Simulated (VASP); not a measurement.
Wanted: the native input for a VASP 6.6.1 run.

| Property | Result |
| --- | --- |
| Task | single point |
| Functional | PBEsol |
| Potentials or basis | VASP PAW PBE potentials, release 64 (Si) |
| Cutoff | 520 eV |
| k mesh | 8 × 8 × 8 |
| Occupations | gaussian, width 0.01 eV |
| Spin | no spin polarisation |
| Dipole correction | no |
| Further INCAR settings | ALGO = Normal; EDIFF = 1e-06; NBANDS = 11 |

The structure of Si lies in POSCAR:

```
Si
1.0
    2.6813629397      2.6813629397      0.0000000000
   -2.6813629397      2.6813629397      0.0000000000
    0.0000000000      2.6813629397      2.6813629397
Si
2
Direct
    0.2500000000      0.7500000000      0.5000000000
    0.0000000000      0.0000000000      0.0000000000
```

The input as run:

INCAR

```
ALGO = Normal
EDIFF = 1E-6
ENCUT = 520
GGA = PS
ISIF = 2
ISMEAR = 0
LASPH = True
LCHARG = False
LREAL = False
LWAVE = False
NBANDS = 11
NELM = 100
PREC = Accurate
SIGMA = 0.01
```

KPOINTS

```
k-points
0
Gamma
  8 8 8
```

Potentials or basis: VASP PAW PBE potentials, release 64 (Si).

Launch:

```bash
$ cat potpaw_PBE.64/Si/POTCAR > POTCAR
$ mpirun -np 1 vasp_std > vasp.out
```

Results of the run:

```yaml
Pressure: 4.2 GPa
Band_gap_on_the_k_mesh: 0.44 eV, indirect (least direct gap 2.53 eV)
```

Caveat: the PAW data sets were made with another functional, which shifts forces and pressure a little.

Run time: 10 s on 1 thread of Intel Xeon 8259CL, on a shared host, peak memory 0.15 GiB.
